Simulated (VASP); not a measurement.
# BaTiO3 (P4mm) in VASP: notebook, part 2 of 2

VASP 6.6.1. Earlier steps stand in the parts before.

## (4) Single point, r2SCAN, non-collinear spin, zero start, spin-orbit coupling

This run uses another cell than the first one, of 12.98 Å³/atom.

POSCAR reads:

```
BaTiO3
1.0
    3.9720406786      0.0000000000      0.0000000000
    0.0000000000      3.9720406786      0.0000000000
    0.0000000000      0.0000000000      4.1129859223
Ba Ti O
1 1 3
Direct
    0.5000000000      0.5000000000      0.5850376240
    0.0000000000      0.0000000000      0.1031585467
    0.0000000000      0.5000000000      0.0629149697
    0.5000000000      0.0000000000      0.0629149697
    0.0000000000      0.0000000000      0.5459708799
```

INCAR.step1 reads:

```
  ALGO = Normal
  EDIFF = 1E-4
  ENCUT = 520
  GGA = PE
  GGA_COMPAT = False
  ISMEAR = 0
  LASPH = True
  LCHARG = False
  LMAXMIX = 4
  LREAL = False
  LSORBIT = True
  LWAVE = True
  MAGMOM = 0 0 0 0 0 0 0 0 0 0 0 0 0 0 0
  NBANDS = 55
  NELM = 150
  PREC = Accurate
  SIGMA = 0.01
```

INCAR.step2 reads:

```
  ALGO = Normal
  EDIFF = 1E-7
  ENCUT = 520
  GGA_COMPAT = False
  ISIF = 2
  ISMEAR = 0
  ISTART = 1
  LASPH = True
  LCHARG = False
  LMAXMIX = 4
  LMIXTAU = True
  LORBIT = 11
  LORBMOM = True
  LREAL = False
  LSORBIT = True
  LWAVE = False
  MAGMOM = 0 0 0 0 0 0 0 0 0 0 0 0 0 0 0
  METAGGA = R2SCAN
  NBANDS = 55
  NELM = 150
  PREC = Accurate
  SIGMA = 0.01
```

KPOINTS reads:

```
k-points
0
Gamma
  6 6 6
```

Potentials or basis: VASP PAW PBE potentials, release 64 (Ba_sv, Ti_sv, O).

The run is started by

```bash
> cat potpaw_PBE.64/Ba_sv/POTCAR potpaw_PBE.64/Ti_sv/POTCAR potpaw_PBE.64/O/POTCAR > POTCAR
> cp INCAR.step1 INCAR
> mpirun -np 1 vasp_ncl > vasp.out
> cp INCAR.step2 INCAR
> mpirun -np 1 vasp_ncl > vasp.out
```

OUTCAR:

```text
EDIFF = 1E-7
   ENCUT = 520
   ISIF = 2
   ISMEAR = 0
   ISTART = 1
   LASPH = True
   LORBIT = 11
   LREAL = False
   LSORBIT = True
   METAGGA = R2SCAN
   NELM = 150
   PREC = Accurate

 ion  position               nearest neighbor table
   1  0.500  0.500  0.585-   3 2.79   4 2.79   4 2.79   3 2.79   5 2.81   5 2.81   5 2.81   5 2.81
                             3 2.93   4 2.93   3 2.93   4 2.93   2 3.44   2 3.44   2 3.44   2 3.44
   2  0.000  0.000  0.103-   5 1.82   4 1.99   3 1.99   3 1.99   4 1.99   5 2.29   1 3.44   1 3.44
                             1 3.44   1 3.44   1 3.53   1 3.53   1 3.53   1 3.53
   3  0.000  0.500  0.063-   2 1.99   2 1.99   1 2.79   1 2.79   1 2.93   1 2.93
   4  0.500  0.000  0.063-   2 1.99   2 1.99   1 2.79   1 2.79   1 2.93   1 2.93
   5  0.000  0.000  0.546-   2 1.82   2 2.29   1 2.81   1 2.81   1 2.81   1 2.81

  LATTYP: Found a simple tetragonal cell.
 ALAT       =     3.9720406786
 C/A-ratio  =     1.0354843404

  Lattice vectors:
[... 1708 lines left out ...]
------------------------------------------
    1        2.018   5.666   0.299   7.983
    2        2.217   6.274   1.705  10.196
    3        1.567   3.501   0.000   5.068
    4        1.567   3.501   0.000   5.068
    5        1.574   3.497   0.000   5.071
--------------------------------------------------
tot          8.943  22.440   2.004  33.387

 magnetization (x)

# of ion       s       p       d       tot
------------------------------------------
    1        0.000   0.000   0.000   0.000
    2       -0.000   0.000   0.000  -0.000
    3       -0.000   0.000   0.000   0.000
    4        0.000   0.000   0.000   0.000
    5        0.000   0.000   0.000   0.000
--------------------------------------------------
tot          0.000   0.000   0.000   0.000

 magnetization (y)

# of ion       s       p       d       tot
------------------------------------------
    1        0.000  -0.000   0.000  -0.000
    2        0.000   0.000   0.000   0.000
    3        0.000   0.000   0.000   0.000
    4        0.000   0.000   0.000   0.000
    5        0.000   0.000   0.000   0.000
--------------------------------------------------
tot          0.000  -0.000   0.000  -0.000

 magnetization (z)

# of ion       s       p       d       tot
------------------------------------------
    1        0.000   0.000   0.000   0.000
    2        0.000  -0.000   0.000   0.000
    3        0.000   0.000   0.000   0.000
    4        0.000   0.000   0.000   0.000
    5        0.000  -0.000   0.000  -0.000
--------------------------------------------------
tot          0.000  -0.000   0.000   0.000
```

OSZICAR.step1:

```text
N       E                     dE             d eps       ncg     rms          rms(c)
DAV:   1     0.479557762743E+03    0.47956E+03   -0.19077E+04  6600   0.156E+03
DAV:   2     0.206934622269E+02   -0.45886E+03   -0.42428E+03  7084   0.452E+02
DAV:   3    -0.465163491914E+02   -0.67210E+02   -0.66009E+02  8746   0.170E+02
DAV:   4    -0.506781562960E+02   -0.41618E+01   -0.41472E+01  9752   0.387E+01
DAV:   5    -0.508767737506E+02   -0.19862E+00   -0.19849E+00  9218   0.731E+00    0.242E+01
DAV:   6    -0.402000492253E+02    0.10677E+02   -0.49803E+01  9857   0.694E+01    0.987E+00
DAV:   7    -0.403831435014E+02   -0.18309E+00   -0.10120E+01  9280   0.262E+01    0.733E+00
DAV:   8    -0.402076481961E+02    0.17550E+00   -0.54721E-01  9275   0.718E+00    0.402E+00
DAV:   9    -0.402167453500E+02   -0.90972E-02   -0.27094E-01 10263   0.530E+00    0.133E+00
DAV:  10    -0.402089503186E+02    0.77950E-02   -0.78656E-02  8814   0.326E+00    0.534E-01
DAV:  11    -0.402057935559E+02    0.31568E-02   -0.87458E-03  9252   0.770E-01    0.269E-01
DAV:  12    -0.402051614977E+02    0.63206E-03   -0.41853E-03  7801   0.371E-01    0.556E-02
DAV:  13    -0.402051552078E+02    0.62899E-05   -0.20189E-04  6945   0.111E-01
   1 F= -.40205155E+02 E0= -.40205155E+02  d E =-.774971E-23  mag=    -0.0000     0.0000     0.0000
```

Run time: 51 min. Hardware: 1 thread of Oxide Virtual Turin-like, shared host; peak memory 0.53 GiB.

Results:

| Property | Result |
| --- | --- |
| Free energy | -74.4452 eV |
| Pressure | 1.9 GPa |
| Largest force | 0.165 eV/Å |
| Net moment | 0.00 μB per cell |
| Valence electrons inside the program's atomic spheres | Ba 7.98; Ti 10.20; O 5.07 |

Forces on the atoms (eV/Å):
```
Ba   0.000  0.000 -0.029
Ti   0.000  0.000 -0.165
O    0.000  0.000  0.017
O    0.000  0.000  0.017
O    0.000  0.000  0.161
```

Moments on the atoms (μB; x, y, z):
```
Ba  0.00 0.00 0.00
Ti  0.00 0.00 0.00
O   0.00 0.00 0.00
O   0.00 0.00 0.00
O   0.00 0.00 0.00
```

Caveat: the PAW data sets were made with another functional, which shifts forces and pressure a little.

## (5) Overview

```tsv
spin	cell	gap on the mesh (eV)	pressure (GPa)	largest force (eV/Å)
off	a = 4.012, b = 4.012, c = 4.058 Å, 5 atoms, atomic positions A	2.18	0.0	0.16
off	a = 3.813, b = 3.813, c = 4.533 Å, 5 atoms, atomic positions B	2.34	8.0	0.16
non-collinear, zero start, SOC	a = 3.972, b = 3.972, c = 4.113 Å, 5 atoms, atomic positions C	-	1.9	0.17
```

Alike in all rows: task single point; level r2SCAN; potentials or basis VASP PAW PBE potentials, release 64 (Ba_sv, Ti_sv, O); k mesh 6 × 6 × 6; cutoff (eV) 520; smearing gaussian 0.01 eV.

Caveats: the PAW data sets were made with another functional, which shifts forces and pressure a little; spin-orbit coupling is left out, which moves the levels of the heavy elements (at least some runs); the stress differs along the axes, from 2 to 11 GPa (at least some runs).

Total energies depend on the potentials used, so only differences within one code and one set of settings carry meaning.
